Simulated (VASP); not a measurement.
Input of a VASP 6.6.1 run:

File POSCAR:

```
Ba
1.0
   -2.5367939014      2.5367939014      2.5367939014
    2.5367939014     -2.5367939014      2.5367939014
    2.5367939014      2.5367939014     -2.5367939014
Ba
1
Direct
    0.0000000000      0.0000000000      0.0000000000
```

The input INCAR.step1:

```
ALGO     = Normal         # electronic algorithm
EDIFF    = 1E-4           # SCF threshold, eV
ENCUT    = 520            # plane-wave cutoff, eV
GGA      = PE             # functional
ISMEAR   = -1             # smearing method
LASPH    = T              # aspherical terms in the spheres
LCHARG   = F              # write CHGCAR
LREAL    = F              # projectors in reciprocal space
LWAVE    = T              # write WAVECAR
NBANDS   = 11             # bands
NELM     = 100            # most SCF steps
PREC     = Accurate       # precision mode
SIGMA    = 0.03           # smearing width, eV
```

The input INCAR.step2:

```
ALGO     = Normal         # electronic algorithm
EDIFF    = 1E-6           # SCF threshold, eV
ENCUT    = 520            # plane-wave cutoff, eV
ISIF     = 2              # what is computed and relaxed
ISMEAR   = -1             # smearing method
ISTART   = 1            
LASPH    = T              # aspherical terms in the spheres
LCHARG   = F              # write CHGCAR
LMIXTAU  = T            
LREAL    = F              # projectors in reciprocal space
LWAVE    = F              # write WAVECAR
METAGGA  = R2SCAN         # meta-GGA
NBANDS   = 11             # bands
NELM     = 100            # most SCF steps
PREC     = Accurate       # precision mode
SIGMA    = 0.03           # smearing width, eV
```

The input KPOINTS:

```
k-points
0
Gamma
  9 9 9
```

Potentials or basis: VASP PAW PBE potentials, release 64 (Ba_sv).

Launch:

```sh
$ cat potpaw_PBE.64/Ba_sv/POTCAR > POTCAR
$ cp INCAR.step1 INCAR
$ mpirun -np 1 vasp_std > vasp.out
$ cp INCAR.step2 INCAR
$ mpirun -np 1 vasp_std > vasp.out
```

Task: What does it give for the band gap on the k mesh?

Result: Zero (bands 5 and 6 overlap by 0.94 eV).

Task: What does it give for the pressure?

Result: 0.0 GPa.

Caveat: the PAW data sets were made with another functional, which shifts forces and pressure a little; spin-orbit coupling is left out, which moves the levels of the heavy elements.
